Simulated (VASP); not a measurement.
# GeW (NiAs type) (P6_3/mmc) in VASP: a series of runs

GeW (NiAs type) is run at these levels: PBE; tasks: relaxation of cell and atoms, single point.

Everything below comes from runs of VASP 6.6.1. Logs are shortened: lines on timing, memory, paths and dates and some standing lists are left out, and cuts for length are marked.

### Step 1. The cell of the first run

Symmetry: P6_3/mmc, No. 194, hexagonal system. The conventional cell has a = 3.063 Å, b = 3.063 Å, c = 4.748 Å, α = 90.00°, β = 90.00°, γ = 120.00°. W (site symmetry -3m) has 6 Ge at 2.13 Å and 2 W at 2.37 Å within 2.8 Å. Ge (site symmetry -6m2) has 6 W at 2.13 Å within 2.8 Å.

### Step 2. Relaxation of cell and atoms, PBE, target pressure 340 GPa, at which the enthalpy is minimised

INCAR

```
SYSTEM = GeW
PREC = Accurate
ENCUT = 600
EDIFF = 1E-7
ISMEAR = -1
SIGMA = 0.05
LREAL = .False.
LASPH = .True.
NELM = 60
ALGO = Normal
ISIF = 3
LWAVE = .False.
LCHARG = .False.
GGA = PE
IBRION = 2
NSW = 60
EDIFFG = -0.005
PSTRESS = 3400.0
```

KPOINTS

```
Automatic mesh
0
Gamma
  12 12 7
  0 0 0
```

POSCAR

```
GeW
1.0
    3.0633887259      0.0000000000      0.0000000000
   -1.5316943630      2.6529724583      0.0000000000
    0.0000000000      0.0000000000      4.7482525252
W Ge
2 2
Direct
    0.0000000000      0.0000000000      0.0000000000
    0.0000000000      0.0000000000      0.5000000000
    0.3333333333      0.6666666667      0.2500000000
    0.6666666667      0.3333333333      0.7500000000
```

Potentials or basis: VASP PAW PBE potentials, release 64 (W_sv, Ge_d).

Launch:

```console
cat potpaw_PBE.64/W_sv/POTCAR potpaw_PBE.64/Ge_d/POTCAR > POTCAR
mpirun -np 1 vasp_std > vasp.out
```

OUTCAR:

```text
SYSTEM = GeW
   PREC = Accurate
   ENCUT = 600
   EDIFF = 1E-7
   ISMEAR = -1
   LREAL = .False.
   LASPH = .True.
   NELM = 60
   ISIF = 3
   GGA = PE
   IBRION = 2
   NSW = 60
   EDIFFG = -0.005
   PSTRESS = 3400.0

 ion  position               nearest neighbor table
   1  0.000  0.000  0.000-   3 2.13   4 2.13   4 2.13   3 2.13   4 2.13   3 2.13   2 2.37   2 2.37

   2  0.000  0.000  0.500-   3 2.13   4 2.13   4 2.13   3 2.13   4 2.13   3 2.13   1 2.37   1 2.37

   3  0.333  0.667  0.250-   1 2.13   2 2.13   1 2.13   2 2.13   1 2.13   2 2.13
   4  0.667  0.333  0.750-   1 2.13   2 2.13   1 2.13   2 2.13   1 2.13   2 2.13

  LATTYP: Found a hexagonal cell.
 ALAT       =     3.0633887259
 C/A-ratio  =     1.5500000000

  Lattice vectors:

 A1 = (   3.0633887259,   0.0000000000,   0.0000000000)
 A2 = (  -1.5316943630,   2.6529724583,   0.0000000000)
 A3 = (   0.0000000000,   0.0000000000,   4.7482525252)

Analysis of symmetry for initial positions (statically):
=====================================================================
 Subroutine PRICEL returns:
 Original cell was already a primitive cell.

 Routine SETGRP: Setting up the symmetry group for a
 hexagonal supercell.

 Subroutine GETGRP returns: Found 24 space group operations
 (whereof 12 operations were pure point group operations)
 out of a pool of 24 trial point group operations.

The static configuration has the point symmetry D_3d.
 The point group associated with its full space group is D_6h.

Analysis of symmetry for dynamics (positions and initial velocities):
=====================================================================
 Subroutine PRICEL returns:
 Original cell was already a primitive cell.

 Routine SETGRP: Setting up the symmetry group for a
 hexagonal supercell.

 Subroutine GETGRP returns: Found 24 space group operations
 (whereof 12 operations were pure point group operations)
 out of a pool of 24 trial point group operations.

The dynamic configuration has the point symmetry D_3d.
 The point group associated with its full space group is D_6h.

 Subroutine INISYM returns: Found 24 space group operations
 (whereof 12 operations are pure point group operations),
 and found     1 'primitive' translations

----------------------------------------------------------------------------------------
[... 111 lines left out ...]
   EFERMI =   0.00;   METHOD = LEGACY
   ISMEAR =    -1;   SIGMA  =   0.05  broadening in eV -4-tet -1-fermi 0-gaus
   EFERMI_NEDOS =   21; number of points for ismear=-14 and -15
   IALGO  =     38    algorithm
   IMIX   =      4    mixing-type and parameters
     AMIX     =   0.40;   BMIX     =  1.00
     AMIX_MAG =   1.60;   BMIX_MAG =  1.00
  volume/ion in A,a.u.               =       9.65        65.10
  Fermi-wavevector in a.u.,A,eV,Ry     =   1.853452  3.502516 46.739869  3.435283
  Thomas-Fermi vector in A             =   2.902983
   LORBIT       =      0    0 simple, 1 ext, 2 COOP (PROOUT), +10 PAW based schemes
   GGA     = PE    functional components
   LHFCALC =     F    Hartree Fock is set to
   AEXX    =    0.0000 exact exchange contribution
   IVDW    =     0    specifies the selected vdW correction
   LEPSILON=     F    determine dielectric tensor
   LRPA    =     F    only Hartree local field effects (RPA)
 conjugate gradient relaxation of ions
 non-spin polarized calculation
  energy-cutoff  :      600.00
  volume of cell :       38.59
 maximum number of plane-waves:      1312
   NGX = 13   NGY = 13   NGZ = 19

--------------------------------------- Ionic step        1  -------------------------------------------

 number of electron      55.9999988 magnetization

 Free energy of the ion-electron system (eV)
  ---------------------------------------------------
  ext. energy  EPLUGINS =         0.00000000
  ---------------------------------------------------
  free energy    TOTEN  =        -9.88114614 eV

  energy without entropy =       -9.87415242  energy(sigma->0) =       -9.87764928

------------------------ aborting loop because EDIFF is reached ----------------------------------------

  FORCE on cell =-STRESS in cart. coord.  units (eV):
  Direction    XX          YY          ZZ          XY          YZ          ZX
  --------------------------------------------------------------------------------------
  -------------------------------------------------------------------------------------
  Total       84.8904612     84.8904612    113.9228160     -0.0000000      0.0000000      0.0000000
  in kB     3524.5267935   3524.5267935   4729.9073634     -0.0000001      0.0000000      0.0000000
  external PRESSURE =     526.3203168 kB  Pullay stress =    3400.0000000 kB
[... 103 lines left out ...]
  energy  without entropy=      -19.1738618128  energy(sigma->0) =      -19.18030314

  enthalpy is  TOTEN    =        71.2100375269 eV   P V=       90.3967819934

[... ionic steps 4 to 16 ...]

--------------------------------------- Ionic step       17  -------------------------------------------

 number of electron      56.0000084 magnetization

------------------------ aborting loop because EDIFF is reached ----------------------------------------
[... 75 lines left out ...]
--------------------------------------- Ionic step       19  -------------------------------------------

 number of electron      56.0000084 magnetization

 Free energy of the ion-electron system (eV)
  ---------------------------------------------------
  ext. energy  EPLUGINS =         0.00000000
  ---------------------------------------------------
  free energy    TOTEN  =       -16.49927990 eV

  energy without entropy =      -16.48852371  energy(sigma->0) =      -16.49390181

 E-fermi :  19.1022     XC(G=0): -16.1621

 val. band max:       19.0772799714   @ k =   0.1667   0.0833   0.4286
 cond. band min:      19.1092983093   @ k =   0.3333   0.3333   0.0000
 fundamental gap:      0.0320183379
 Fermi energy:        19.1022001560

 k-point     1 :       0.0000    0.0000    0.0000
  band No.  band energies     occupation
      1     -54.7021      2.00000
      2     -54.6962      2.00000
      3     -20.2363      2.00000
      4     -19.9635      2.00000
      5     -17.6013      2.00000
      6     -17.6013      2.00000
[... 853 lines left out ...]
     32      23.5446      0.00000
     33      24.3730      0.00000

 [... further k-points ...]

------------------------ aborting loop because EDIFF is reached ----------------------------------------

  FORCE on cell =-STRESS in cart. coord.  units (eV):
  Direction    XX          YY          ZZ          XY          YZ          ZX
  --------------------------------------------------------------------------------------
  -------------------------------------------------------------------------------------
  Total       79.2063406     79.2063406     79.2050231     -0.0000000      0.0000000      0.0000000
  in kB     3400.0969737   3400.0969738   3400.0404157     -0.0000009      0.0000000      0.0000000
  external PRESSURE =       0.0781210 kB  Pullay stress =    3400.0000000 kB
[... 23 lines left out ...]
  energy  without entropy=      -16.4885237148  energy(sigma->0) =      -16.49390181

  enthalpy is  TOTEN    =        62.7048016820 eV   P V=       79.2040815810

 reached required accuracy - stopping structural energy minimisation
```

OSZICAR:

```text
N       E                     dE             d eps       ncg     rms          rms(c)
DAV:   1     0.601589084161E+03    0.60159E+03   -0.30789E+04  6632   0.494E+03
[... 215 lines left out ...]
DAV:   4    -0.165006619907E+02    0.39909E-08   -0.46844E-07  4773   0.728E-03
  18 F= 0.62704801E+02 E0= 0.62710178E+02  d E =-.219333E-05
       N       E                     dE             d eps       ncg     rms          rms(c)
DAV:   1    -0.164992803070E+02    0.13817E-02   -0.11688E-05  6116   0.364E-02    0.562E-03
DAV:   2    -0.164992800037E+02    0.30329E-06   -0.61832E-07  5612   0.108E-02    0.273E-03
DAV:   3    -0.164992798828E+02    0.12087E-06   -0.18199E-07  3165   0.546E-03    0.116E-03
DAV:   4    -0.164992798990E+02   -0.16156E-07   -0.45397E-08  2616   0.246E-03
  19 F= 0.62704802E+02 E0= 0.62710180E+02  d E =-.183931E-05
```

CONTCAR:

```text
GeW
   1.00000000000000
     2.4662962151105248   -0.0000000003155709    0.0000000000000000
    -1.2331481078688091    2.1358751757449910    0.0000000000000000
     0.0000000000000000    0.0000000000000000    7.0852980371497383
  W               Ge
     2     2
Direct
     0.0000000000000000    0.0000000000000000    0.0000000000000000
     0.0000000000000000    0.0000000000000000    0.5000000000000000
     0.3333333332999970    0.6666666667000030    0.2500000000000000
     0.6666666667000030    0.3333333332999970    0.7500000000000000

  0.00000000E+00  0.00000000E+00  0.00000000E+00
  0.00000000E+00  0.00000000E+00  0.00000000E+00
  0.00000000E+00  0.00000000E+00  0.00000000E+00
  0.00000000E+00  0.00000000E+00  0.00000000E+00
```

Run time: 11 min. Hardware: 1 thread of Intel Xeon 6975P-C (Granite Rapids), shared host; peak memory 0.25 GiB.

Results:

```yaml
Free_energy: -16.4993 eV
Relaxed_volume: 9.33 Å³/atom
Relaxed_cell: a = 2.466 Å, b = 2.466 Å, c = 7.085 Å, α = 90.00°, β = 90.00°, γ = 120.00°
Space_group_after_relaxing_to_0.1_Å: P6_3/mmc (No. 194)
Energy_change_on_relaxing_the_run_minimises_the_enthalpy: -1654.5 meV/atom
Ionic_steps: 19
Pressure_after_relaxing: 340.0 GPa
Band_gap_on_the_k_mesh: zero (bands 28 and 29 overlap by 1.40 eV)
```

The path:
| step | energy change (eV) | largest force (eV/Å) | pressure (GPa) | volume (Å³) |
| --- | --- | --- | --- | --- |
| 1 | 0.0000 | 0.0000 | 392.63 | 38.59 |
| 2 | -23.1128 | 0.0000 | 35.67 | 57.44 |
| 3 | -9.3056 | 0.0000 | 255.86 | 42.60 |
| 4 | -7.2087 | 0.0000 | 286.64 | 41.54 |
| 5 | -8.9607 | 0.0000 | 295.67 | 39.71 |
| 6 | 82.3956 | 0.0000 | 1623.15 | 25.34 |
| 7 | -8.4726 | 0.0000 | 307.80 | 39.08 |
| 8 | -3.2634 | 0.0000 | 399.23 | 35.87 |
| 9 | -9.3771 | 0.0000 | 217.40 | 41.38 |
| 10 | -5.6263 | 0.0000 | 352.38 | 36.91 |
| 11 | -5.1090 | 0.0000 | 363.05 | 36.66 |
| 12 | -7.7397 | 0.0000 | 322.83 | 37.89 |
| 13 | -6.5751 | 0.0000 | 340.90 | 37.30 |
| 14 | -6.5481 | 0.0000 | 341.31 | 37.29 |
| 15 | -6.7057 | 0.0000 | 338.28 | 37.36 |
| 16 | -6.6105 | 0.0000 | 340.13 | 37.32 |
| 17 | -6.6122 | 0.0000 | 340.08 | 37.32 |
| 18 | -6.6195 | 0.0000 | 339.85 | 37.32 |
| 19 | -6.6181 | 0.0000 | 340.01 | 37.32 |

Final structure:
```xyz
4
Lattice="2.4663 0.0000 0.0000 -1.2331 2.1359 0.0000 0.0000 0.0000 7.0853" Properties=species:S:1:pos:R:3 pbc="T T T"
W     0.0000    0.0000    0.0000
W     0.0000    0.0000    3.5426
Ge    0.0000    1.4239    1.7713
Ge    1.2331    0.7120    5.3140
```

Caveat: the cell is relaxed towards a set pressure, so the run minimises the enthalpy, not the energy; a cell axis changed by over 15 % at a fixed basis, so the end point is rough; spin-orbit coupling is left out, which moves the levels of the heavy elements.

### Step 3. Single point, PBE

This run uses another cell than the first one, of 9.29 Å³/atom.

INCAR

```
  ALGO = Normal
  EDIFF = 1E-7
  ENCUT = 520
  GGA = PE
  ISIF = 2
  ISMEAR = -1
  LASPH = T
  LCHARG = F
  LREAL = F
  LWAVE = F
  NBANDS = 36
  NELM = 80
  PREC = Accurate
  SIGMA = 0.05
```

KPOINTS

```
k-points
0
Gamma
  12 12 7
```

POSCAR

```
GeW
1.0
    2.4592523223      0.0000000000      0.0000000000
   -1.2296261612      2.1297749854      0.0000000000
    0.0000000000      0.0000000000      7.0944200691
W Ge
2 2
Direct
    0.0000000000      0.0000000000      0.0000000000
    0.0000000000      0.0000000000      0.5000000000
    0.3333333333      0.6666666667      0.2500000000
    0.6666666667      0.3333333333      0.7500000000
```

Potentials or basis: VASP PAW PBE potentials, release 64 (W_sv, Ge_d).

Launch:

```console
cat potpaw_PBE.64/W_sv/POTCAR potpaw_PBE.64/Ge_d/POTCAR > POTCAR
mpirun -np 1 vasp_std > vasp.out
```

OUTCAR:

```text
EDIFF = 1E-7
   ENCUT = 520
   GGA = PE
   ISIF = 2
   ISMEAR = -1
   LASPH = T
   LREAL = F
   NELM = 80
   PREC = Accurate

 ion  position               nearest neighbor table
   1  0.000  0.000  0.000-   3 2.27   4 2.27   4 2.27   3 2.27   4 2.27   3 2.27
   2  0.000  0.000  0.500-   3 2.27   4 2.27   4 2.27   3 2.27   4 2.27   3 2.27
   3  0.333  0.667  0.250-   1 2.27   2 2.27   1 2.27   2 2.27   1 2.27   2 2.27
   4  0.667  0.333  0.750-   1 2.27   2 2.27   1 2.27   2 2.27   1 2.27   2 2.27

  LATTYP: Found a hexagonal cell.
 ALAT       =     2.4592523223
 C/A-ratio  =     2.8847873822

  Lattice vectors:

 A1 = (   2.4592523223,   0.0000000000,   0.0000000000)
 A2 = (  -1.2296261612,   2.1297749854,   0.0000000000)
 A3 = (   0.0000000000,   0.0000000000,   7.0944200691)

Analysis of symmetry for initial positions (statically):
=====================================================================
 Subroutine PRICEL returns:
 Original cell was already a primitive cell.

 Routine SETGRP: Setting up the symmetry group for a
 hexagonal supercell.
[... 169 lines left out ...]

  energy without entropy =      -16.16111642  energy(sigma->0) =      -16.16655142

 E-fermi :  19.2055     XC(G=0): -16.1921

 val. band max:       19.1978403967   @ k =   0.3333   0.1667   0.1429
 cond. band min:      19.2059041432   @ k =   0.1667   0.0833   0.4286
 fundamental gap:      0.0080637465
 Fermi energy:        19.2055333356

 k-point     1 :       0.0000    0.0000    0.0000
  band No.  band energies     occupation
      1     -54.6191      2.00000
      2     -54.6132      2.00000
      3     -20.1614      2.00000
      4     -19.8882      2.00000
      5     -17.4784      2.00000
      6     -17.4784      2.00000
[... 925 lines left out ...]
     35      27.2733      0.00000
     36      29.1699      0.00000

 [... further k-points ...]

------------------------ aborting loop because EDIFF is reached ----------------------------------------

  FORCE on cell =-STRESS in cart. coord.  units (eV):
  Direction    XX          YY          ZZ          XY          YZ          ZX
  --------------------------------------------------------------------------------------
  -------------------------------------------------------------------------------------
  Total       80.3687197     80.3687197     80.2225440     -0.0000000      0.0000000      0.0000000
  in kB     3465.3245904   3465.3245903   3459.0218094     -0.0000001      0.0000000      0.0000000
  external PRESSURE =    3463.2236634 kB  Pullay stress =       0.0000000 kB

 VOLUME and BASIS-vectors are now :
 -----------------------------------------------------------------------------
  energy-cutoff  :      520.00
  volume of cell :       37.16
      direct lattice vectors                 reciprocal lattice vectors
     2.459252322  0.000000000  0.000000000     0.406627653  0.234766585  0.000000000
    -1.229626161  2.129774985  0.000000000     0.000000000  0.469533170  0.000000000
     0.000000000  0.000000000  7.094420069     0.000000000  0.000000000  0.140955848

 POSITION                                       TOTAL-FORCE (eV/Angst)
 -----------------------------------------------------------------------------------
      0.00000      0.00000      0.00000        -0.000000      0.000000     -0.000000
      0.00000      0.00000      3.54721        -0.000000      0.000000     -0.000000
     -0.00000      1.41985      1.77361         0.000000      0.000000     -0.000000
      1.22963      0.70992      5.32082         0.000000     -0.000000      0.000000
 -----------------------------------------------------------------------------------
    total drift:                                0.000000     -0.000000      0.000000

  FREE ENERGIE OF THE ION-ELECTRON SYSTEM (eV)
  ---------------------------------------------------
  free  energy   TOTEN  =       -16.1719864280 eV

  energy  without entropy=      -16.1611164166  energy(sigma->0) =      -16.16655142
```

OSZICAR:

```text
N       E                     dE             d eps       ncg     rms          rms(c)
DAV:   1     0.558760582634E+03    0.55876E+03   -0.26936E+04  7388   0.409E+03
DAV:   2     0.470540152520E+02   -0.51171E+03   -0.49620E+03  5584   0.771E+02
DAV:   3    -0.155471853788E+02   -0.62601E+02   -0.61191E+02  5840   0.192E+02
DAV:   4    -0.175079534834E+02   -0.19608E+01   -0.19368E+01  6348   0.364E+01
DAV:   5    -0.175370667213E+02   -0.29113E-01   -0.29079E-01  6472   0.467E+00    0.717E+01
DAV:   6    -0.166638802769E+02    0.87319E+00   -0.26403E-01  7876   0.585E+00    0.395E+01
DAV:   7    -0.161757541755E+02    0.48813E+00   -0.40752E-01  7924   0.623E+00    0.570E-01
DAV:   8    -0.161725566381E+02    0.31975E-02   -0.27541E-02  5960   0.164E+00    0.519E-01
DAV:   9    -0.161719882803E+02    0.56836E-03   -0.16714E-03  6676   0.371E-01    0.163E-01
DAV:  10    -0.161719934136E+02   -0.51333E-05   -0.10492E-04  6888   0.131E-01    0.170E-02
DAV:  11    -0.161719865533E+02    0.68602E-05   -0.89286E-06  6240   0.274E-02    0.541E-03
DAV:  12    -0.161719867236E+02   -0.17023E-06   -0.11030E-06  7132   0.179E-02    0.138E-03
DAV:  13    -0.161719864762E+02    0.24737E-06   -0.84923E-08  3752   0.299E-03    0.650E-04
DAV:  14    -0.161719864280E+02    0.48165E-07   -0.12872E-08  3224   0.112E-03
   1 F= -.16171986E+02 E0= -.16166551E+02  d E =-.108700E-01
```

stdout:

```text
POSCAR found type information on POSCAR W Ge
 POSCAR found :  2 types and       4 ions
 scaLAPACK will be used
 LDA part: xc-table for (Slater+PW92), standard interpolation
 POSCAR, INCAR and KPOINTS ok, starting setup
 FFT: planning ... GRIDC
 FFT: planning ... GRID_SOFT
 FFT: planning ... GRID
 WAVECAR not read
 entering main loop
```

Wall time 82 s (1 thread of AMD EPYC 7R13 (Zen 3), shared host); peak memory 0.18 GiB.

What came out:

* Free energy: -16.1720 eV
* Pressure: 346.3 GPa
* Band gap on the k mesh: zero (bands 28 and 29 overlap by 1.40 eV)

Levels at points of the mesh, in eV from the Fermi level:
| k point | band 25 | band 26 | band 27 | band 28 | band 29 | band 30 | band 31 | band 32 |
| --- | --- | --- | --- | --- | --- | --- | --- | --- |
| (0.00, 0.00, 0.00) | -2.21 | -2.21 | -1.75 | -1.75 | 2.31 | 2.31 | 3.15 | 3.15 |
| (0.50, 0.00, 0.00) | -7.25 | -1.86 | -0.76 | -0.34 | 0.95 | 4.81 | 5.26 | 6.17 |

Caveat: the cell stands under pressure; spin-orbit coupling is left out, which moves the levels of the heavy elements.

The gap in the log of VASP goes by the Fermi energy; the results here count the filled bands.